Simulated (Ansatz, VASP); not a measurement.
## One calculation of InP, two programs

```
CELL_PARAMETERS angstrom
0.00000 2.91402 2.91402
2.91402 0.00000 2.91402
2.91402 2.91402 0.00000
ATOMIC_POSITIONS crystal
In 0.00000 0.00000 0.00000
P 0.75000 0.75000 0.75000
```

Alike in both runs: functional LDA; k mesh 10 × 10 × 10; occupations gaussian, width 0.02 eV; no spin polarisation.

Ansatz relaxed the structure, and its values are those at the end. VASP's run is a single point on that final structure, the one shown.

```csv
,VASP,Ansatz
version,VASP 6.6.1,Ansatz 0.2.0
potentials or method,"VASP PAW LDA potentials, release 64 (In_d, P), cutoff 520 eV","scalar-relativistic, plane waves, PAW"
valence electrons in the cell,18,18
```

VASP gave:

```
gap on the k mesh at the Fermi level (eV) : 0.60
least direct gap on the mesh (eV)         : 0.60
pressure (GPa)                            : 0.0
```

Q: What did Ansatz give for the same quantities?

A: gap on the k mesh at the Fermi level (eV): 0.57; least direct gap on the mesh (eV): 0.57; pressure (GPa): 0.0.

LDA's correlation is that of Perdew and Zunger in VASP and of Perdew and Wang (1992) in Ansatz.
